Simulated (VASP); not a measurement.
# Sb (Fd-3m) in VASP: electric field gradients with PBE

Aim: the electric field gradients of Sb with PBE.

All numbers are computed with VASP 6.6.1; they aren't measurements. Logs are shortened: lines on timing, memory, paths and dates and some standing lists are left out, and cuts for length are marked.

## Step 1: The cell of the first run

It takes space group Fd-3m (No. 227, cubic). Conventional cell: a = 6.542 Å, b = 6.542 Å, c = 6.542 Å, α = 90.00°, β = 90.00°, γ = 90.00°. Within 3.7 Å of Sb (site symmetry -43m) lie 4 Sb at 2.83 Å.

## Step 2: Electric field gradients, PBE

INCAR reads:

```
SYSTEM = Sb
PREC = Accurate
ENCUT = 520
EDIFF = 1E-8
ISMEAR = -1
SIGMA = 0.05
LREAL = .FALSE.
LASPH = .TRUE.
NELM = 60
ALGO = Normal
ISIF = 2
LWAVE = .FALSE.
LCHARG = .FALSE.
GGA = PE
LEFG = .TRUE.
NBANDS = 12
```

KPOINTS reads:

```
Automatic mesh
0
G
  8 8 8
  0 0 0
```

POSCAR reads:

```
Sb
1.0
    0.0000000000      3.2710663102      3.2710663102
    3.2710663102      0.0000000000      3.2710663102
    3.2710663102      3.2710663102      0.0000000000
Sb
2
Direct
   -0.1250000000     -0.1250000000     -0.1250000000
    0.1250000000      0.1250000000      0.1250000000
```

Potentials or basis: VASP PAW PBE potentials, release 64 (Sb).

Run with:

```sh
$ cat potpaw_PBE.64/Sb/POTCAR > POTCAR
$ mpirun -np 1 vasp_std > vasp.out
```

OUTCAR:

```text
SYSTEM = Sb
   PREC = Accurate
   ENCUT = 520
   EDIFF = 1E-8
   ISMEAR = -1
   LREAL = .FALSE.
   LASPH = .TRUE.
   NELM = 60
   ISIF = 2
   GGA = PE

 ion  position               nearest neighbor table
   1  0.875  0.875  0.875-   2 2.83   2 2.83   2 2.83   2 2.83
   2  0.125  0.125  0.125-   1 2.83   1 2.83   1 2.83   1 2.83

  LATTYP: Found a face centered cubic cell.
 ALAT       =     6.5421326204

  Lattice vectors:

 A1 = (   0.0000000000,   3.2710663102,   3.2710663102)
 A2 = (   3.2710663102,   0.0000000000,   3.2710663102)
 A3 = (   3.2710663102,   3.2710663102,   0.0000000000)

Analysis of symmetry for initial positions (statically):
=====================================================================
 Subroutine PRICEL returns:
 Original cell was already a primitive cell.

 Routine SETGRP: Setting up the symmetry group for a
 face centered cubic supercell.

 Subroutine GETGRP returns: Found 48 space group operations
 (whereof 12 operations were pure point group operations)
 out of a pool of 48 trial point group operations.

The static configuration has the point symmetry D_3d.
 The point group associated with its full space group is O_h .

Analysis of symmetry for dynamics (positions and initial velocities):
=====================================================================
 Subroutine PRICEL returns:
 Original cell was already a primitive cell.

 Routine SETGRP: Setting up the symmetry group for a
 face centered cubic supercell.

 Subroutine GETGRP returns: Found 48 space group operations
 (whereof 12 operations were pure point group operations)
 out of a pool of 48 trial point group operations.

The dynamic configuration has the point symmetry D_3d.
 The point group associated with its full space group is O_h .

 Subroutine INISYM returns: Found 48 space group operations
 (whereof 12 operations are pure point group operations),
 and found     1 'primitive' translations

----------------------------------------------------------------------------------------

                                     Primitive cell

  volume of cell :      70.0000

  direct lattice vectors                    reciprocal lattice vectors
     0.000000000  3.271066310  3.271066310    -0.152855354  0.152855354  0.152855354
     3.271066310  0.000000000  3.271066310     0.152855354 -0.152855354  0.152855354
     3.271066310  3.271066310  0.000000000     0.152855354  0.152855354 -0.152855354

  length of vectors
     4.625986339  4.625986339  4.625986339     0.264753240  0.264753240  0.264753240

  position of ions in fractional coordinates (direct lattice)
     0.875000000  0.875000000  0.875000000
     0.125000000  0.125000000  0.125000000

  ion indices of the primitive-cell ions
   primitive index   ion index
                 1           1
                 2           2

----------------------------------------------------------------------------------------

 KPOINTS: Automatic mesh

Automatic generation of k-mesh.
 Grid dimensions read from file:
 generate k-points for:    8    8    8

 Generating k-lattice:

  Cartesian coordinates                     Fractional coordinates (reciprocal lattice)
    -0.019106919  0.019106919  0.019106919     0.125000000  0.000000000  0.000000000
     0.019106919 -0.019106919  0.019106919     0.000000000  0.125000000  0.000000000
     0.019106919  0.019106919 -0.019106919     0.000000000  0.000000000  0.125000000

  Length of vectors
     0.033094155  0.033094155  0.033094155

  Shift w.r.t. Gamma in fractional coordinates (k-lattice)
     0.000000000  0.000000000  0.000000000

 Subroutine IBZKPT returns following result:
 ===========================================

 Found     29 irreducible k-points:

 Following reciprocal coordinates:
            Coordinates               Weight
[... 34 lines left out ...]
   PREC   = accura    normal or accurate (medium, high low for compatibility)
   ISTART =      0    job   : 0-new  1-cont  2-samecut
   ICHARG =      2    charge: 1-file 2-atom 10-const
   ISPIN  =      1    spin polarized calculation?
   LNONCOLLINEAR =      F non collinear calculations
   LSORBIT =      F    spin-orbit coupling
   LASPH  =      T    aspherical Exc in radial PAW
   ENCUT  =  520.0 eV  38.22 Ry    6.18 a.u.   8.60  8.60  8.60*2*pi/ulx,y,z
   NELM   =     60;   NELMIN=  2; NELMDL= -5     # of ELM steps
   EDIFF  = 0.1E-07   stopping-criterion for ELM
   LREAL  =      F    real-space projection
   EDIFFG = 0.1E-06   stopping-criterion for IOM
   NSW    =      0    number of steps for IOM
   IBRION =     -1    ionic relax: 0-MD 1-quasi-New 2-CG
   NFREE  =      0    steps in history (QN), initial steepest desc. (CG)
   ISIF   =      2    stress and relaxation
   ISYM   =      2    0-nonsym 1-usesym 2-fastsym
   POTIM  = 0.5000    time-step for ionic-motion
   TEBEG  =    0.0;   TEEND  =   0.0 temperature during run
   PSTRESS=    0.0 pullay stress
   NELECT =      10.0000    total number of electrons
   NUPDOWN=      -1.0000    fix difference up-down
   EMIN   =  10.00;   EMAX   =-10.00  energy-range for DOS
   EFERMI =   0.00;   METHOD = LEGACY
   ISMEAR =    -1;   SIGMA  =   0.05  broadening in eV -4-tet -1-fermi 0-gaus
   EFERMI_NEDOS =   21; number of points for ismear=-14 and -15
   IALGO  =     38    algorithm
   IMIX   =      4    mixing-type and parameters
     AMIX     =   0.40;   BMIX     =  1.00
     AMIX_MAG =   1.60;   BMIX_MAG =  1.00
  volume/ion in A,a.u.               =      35.00       236.19
  Fermi-wavevector in a.u.,A,eV,Ry     =   0.855806  1.617239  9.964967  0.732404
  Thomas-Fermi vector in A             =   1.972612
   LORBIT       =      0    0 simple, 1 ext, 2 COOP (PROOUT), +10 PAW based schemes
   GGA     = PE    functional components
   LHFCALC =     F    Hartree Fock is set to
   AEXX    =    0.0000 exact exchange contribution
   IVDW    =     0    specifies the selected vdW correction
   LEPSILON=     F    determine dielectric tensor
   LRPA    =     F    only Hartree local field effects (RPA)
 non-spin polarized calculation
  energy-cutoff  :      520.00
  volume of cell :       70.00
 maximum number of plane-waves:      1902
 NGX is ok and might be reduce to    36
   NGX = 17   NGY = 17   NGZ = 17

 number of electron      10.0000000 magnetization

 number of electron       9.9999999 magnetization

 Free energy of the ion-electron system (eV)
  ---------------------------------------------------
  ext. energy  EPLUGINS =         0.00000000
  ---------------------------------------------------
  free energy    TOTEN  =        -7.24906169 eV

  energy without entropy =       -7.22509931  energy(sigma->0) =       -7.23708050

 E-fermi :   5.8662     XC(G=0):  -8.6918

 val. band max:        5.8190447274   @ k =   0.5000   0.3750   0.0000
 cond. band min:       5.8773186924   @ k =  -0.3750   0.3750   0.1250
 fundamental gap:      0.0582739650
 Fermi energy:         5.8661917755

 k-point     1 :       0.0000    0.0000    0.0000
  band No.  band energies     occupation
      1      -6.8881      2.00000
      2       1.4298      2.00000
      3       3.7166      2.00000
      4       3.7166      2.00000
      5       3.7166      2.00000
      6       6.2034      0.00235
      7       6.2034      0.00235
      8       6.2034      0.00235
      9       9.7227      0.00000
     10      12.2521      0.00000
     11      12.2521      0.00000
     12      13.3615      0.00000
[... 331 lines left out ...]
 k-point    24 :      -0.3750    0.2500    0.1250
  band No.  band energies     occupation
      1      -5.1488      2.00000
      2      -3.0644      2.00000
      3       1.2660      2.00000
      4       2.2109      2.00000
      5       5.3962      1.99983
      6       7.1833      0.00000
      7       8.5297      0.00000
      8       9.3495      0.00000
      9      10.8969      0.00000
     10      13.2093      0.00000
     11      13.2427      0.00000
     12      13.4276      0.00000

 [... further k-points ...]

------------------------ aborting loop because EDIFF is reached ----------------------------------------

  FORCE on cell =-STRESS in cart. coord.  units (eV):
  Direction    XX          YY          ZZ          XY          YZ          ZX
  --------------------------------------------------------------------------------------
  -------------------------------------------------------------------------------------
  Total        4.1286641      4.1286641      4.1286641     -0.0000000     -0.0000000      0.0000000
  in kB       94.4978867     94.4978867     94.4978867     -0.0000000     -0.0000000      0.0000000
  external PRESSURE =      94.4978867 kB  Pullay stress =       0.0000000 kB

 VOLUME and BASIS-vectors are now :
 -----------------------------------------------------------------------------
  energy-cutoff  :      520.00
  volume of cell :       70.00
      direct lattice vectors                 reciprocal lattice vectors
     0.000000000  3.271066310  3.271066310    -0.152855354  0.152855354  0.152855354
     3.271066310  0.000000000  3.271066310     0.152855354 -0.152855354  0.152855354
     3.271066310  3.271066310  0.000000000     0.152855354  0.152855354 -0.152855354

 POSITION                                       TOTAL-FORCE (eV/Angst)
 -----------------------------------------------------------------------------------
      5.72437      5.72437      5.72437        -0.000000     -0.000000      0.000000
      0.81777      0.81777      0.81777         0.000000      0.000000      0.000000
 -----------------------------------------------------------------------------------
    total drift:                               -0.000000      0.000000      0.000000

  FREE ENERGIE OF THE ION-ELECTRON SYSTEM (eV)
  ---------------------------------------------------
  free  energy   TOTEN  =        -7.2490616945 eV

  energy  without entropy=       -7.2250993128  energy(sigma->0) =       -7.23708050

 Electric field gradients (V/A^2)
---------------------------------------------------------------------
 ion       V_xx      V_yy      V_zz      V_xy      V_xz      V_yz
---------------------------------------------------------------------
   1       0.000    -0.000    -0.000    -0.000    -0.000    -0.000
   2       0.000    -0.000    -0.000    -0.000    -0.000    -0.000
---------------------------------------------------------------------

 Electric field gradients after diagonalization (V/A^2)
 (convention: |V_zz| > |V_xx| > |V_yy|)
----------------------------------------------------------------------
 ion       V_xx      V_yy      V_zz     asymmetry (V_yy - V_xx)/ V_zz
----------------------------------------------------------------------
   1       0.000     0.000    -0.000       0.000
   2       0.000     0.000    -0.000       0.000
----------------------------------------------------------------------

           NMR quadrupolar parameters

 Cq : quadrupolar parameter    Cq=e*Q*V_zz/h
 eta: asymmetry parameters     (V_yy - V_xx)/ V_zz
 Q  : nuclear electric quadrupole moment in mb (millibarn)
----------------------------------------------------------------------
 ion       Cq(MHz)       eta       Q (mb)
----------------------------------------------------------------------
   1      -0.000       0.000       1.000
   2      -0.000       0.000       1.000
----------------------------------------------------------------------
```

Wall time 19 s (1 thread of Intel Xeon 6975P-C, shared host); peak memory 0.2 GiB.

What came out:

| Property | Result |
| --- | --- |
| Free energy | -7.2491 eV |
| Pressure | 9.4 GPa |
| Band gap on the k mesh | zero (band 5 reaches 6.97 eV, above the bottom of band 6 at 5.10 eV) |

Caveat: without QUAD_EFG the Cq values of the log hold for a quadrupole moment of 1 mb, not for the nuclei; spin-orbit coupling is left out, which moves the levels of the heavy elements.
